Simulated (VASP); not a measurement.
TiC3:

```xyz
4
Lattice="4.8844 0.0000 0.0000 -2.4422 4.2300 0.0000 0.0000 0.0000 5.3474" Properties=species:S:1:pos:R:3 pbc="T T T"
Ti    0.0000    0.0000    0.0000
C     0.0000    0.0000    2.6737
C     0.0000    2.8200    0.0000
C     2.4422    1.4100    0.0000
```

```yaml
Program: VASP 6.6.1
Task: relaxation of cell and atoms
Functional: PBE
Potentials_or_basis: VASP PAW PBE potentials, release 64 (Ti_sv, C)
Cutoff: 600 eV
k_mesh: 6 × 6 × 4
Occupations: gaussian, width 0.1 eV
Spin: no spin polarisation
```

At the start: pressure -19.4 GPa; volume 27.62 Å³/atom.

Question: How do energy, volume and symmetry change on relaxing?

Answer: Over 7 steps the energy falls by 1823.8 meV/atom and the volume is 12.47 Å³/atom (-54.9 %); space group P6/mmm (No. 191, to 0.05 Å).

Step by step:
```csv
step,energy change (eV),largest force (eV/Å),pressure (GPa),volume (Å³)
1,0.0000,0.0000,-19.40,110.48
2,-6.1282,0.0000,-19.33,65.16
3,-7.1832,0.0000,-5.28,52.70
4,-7.2152,0.0000,1.70,49.63
5,-7.2202,0.0000,-0.60,50.54
6,-7.2859,0.0000,0.91,49.64
7,-7.2951,0.0000,0.34,49.87
```

Final structure:
```
Ti C
1.0
     3.77609    0.00000    0.00000
    -1.88804    3.27019    0.00000
     0.00000    0.00000    4.03836
Ti C
1 3
Direct
  0.00000 0.00000 0.00000
  0.00000 0.00000 0.50000
  0.33333 0.66667 0.00000
  0.66667 0.33333 0.00000
```

Caveat: the volume moved by over 15 % at a fixed basis, so the end points are rough.
